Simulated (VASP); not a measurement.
Crystal: In3Sb2As.

```
CELL_PARAMETERS angstrom
2.98057 0.00000 0.00000
0.00000 17.20948 0.00000
0.00000 0.00000 3.13067
ATOMIC_POSITIONS crystal
In 0.00000 0.16667 0.00000
In 0.00000 0.50000 0.00000
In 0.00000 0.83333 0.00000
Sb 0.00000 0.33333 0.75000
Sb 0.00000 0.66667 0.75000
As 0.00000 0.00000 0.75000
```

```yaml
Program: VASP 6.6.1
Task: relaxation of cell and atoms
Functional: PBE
Potentials_or_basis: VASP PAW PBE potentials, release 64 (In_d, Sb, As)
Cutoff: 600 eV
k_mesh: 6 × 1 × 6
Occupations: gaussian, width 0.1 eV
Spin: no spin polarisation
```

At the start: pressure 2.0 GPa; volume 26.76 Å³/atom.

Task: How do energy, volume and symmetry change on relaxing?

Result: Over 16 steps the energy falls by 42.8 meV/atom and the volume is 27.67 Å³/atom (+3.4 %); space group Pmm2 (No. 25, to 0.1 Å) before and after.

Step by step:
```csv
step,energy change (eV),largest force (eV/Å),pressure (GPa),volume (Å³)
1,0.0000,0.6588,2.00,160.58
2,-0.1765,0.3615,-0.60,168.35
3,-0.1822,0.3066,-1.14,170.51
4,-0.2204,0.2127,-0.26,167.49
5,-0.2204,0.2118,-0.25,167.47
6,-0.2297,0.1848,0.05,166.20
7,-0.2336,0.1480,0.44,164.65
8,-0.2403,0.1155,0.24,165.37
9,-0.2418,0.1109,-0.32,167.37
10,-0.2441,0.1121,-0.11,166.51
11,-0.2505,0.0968,-0.14,166.74
12,-0.2529,0.0832,-0.17,166.99
13,-0.2544,0.0665,0.09,166.15
14,-0.2544,0.0660,0.09,166.12
15,-0.2558,0.0446,0.08,166.08
16,-0.2567,0.0253,0.08,166.02
```

Final structure:
```
In Sb As
1.0
     3.00256    0.00000    0.00000
     0.00000   18.10036    0.00000
     0.00000    0.00000    3.05479
In Sb As
3 2 1
Cartesian
  0.0000 2.8550 3.0226
  0.0000 9.0502 3.0481
  0.0000 15.2453 3.0226
  0.0000 5.9563 2.3034
  0.0000 12.1440 2.3034
  0.0000 0.0000 2.3374
```

Caveat: the k points lie up to 0.35 Å⁻¹ apart in the final cell, too coarse for converged energies and pressures of a metal.
